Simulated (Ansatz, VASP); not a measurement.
MgO: VASP beside Ansatz

```xyz
2
Lattice="0.0000 1.7351 1.7351 1.7351 0.0000 1.7351 1.7351 1.7351 0.0000" Properties=species:S:1:pos:R:3 pbc="T T T"
Mg    0.0000    0.0000    0.0000
O     1.7351    1.7351    1.7351
```

Alike in both runs: task single point; functional PBE; k mesh 10 × 10 × 10; no spin polarisation.

```csv
,VASP,Ansatz
version,VASP 6.6.1,Ansatz 0.2.0
potentials or method,"VASP PAW PBE potentials, release 64 (Mg, O)","scalar-relativistic, plane waves, norm-conserving pseudopotentials"
plane-wave cutoff (eV),600,1240
occupations,"gaussian, width 0.01 eV",fixed
valence electrons in the cell,8,16
```

```tsv
	VASP	Ansatz	Ansatz less VASP
gap on the k mesh at the Fermi level (eV)	8.94	9.03	+0.090
least direct gap on the mesh (eV)	11.24	11.30	+0.066
```

VASP's potentials hold 8 valence electrons a cell and Ansatz's 16, so a difference there can come from the potentials and not from the codes.
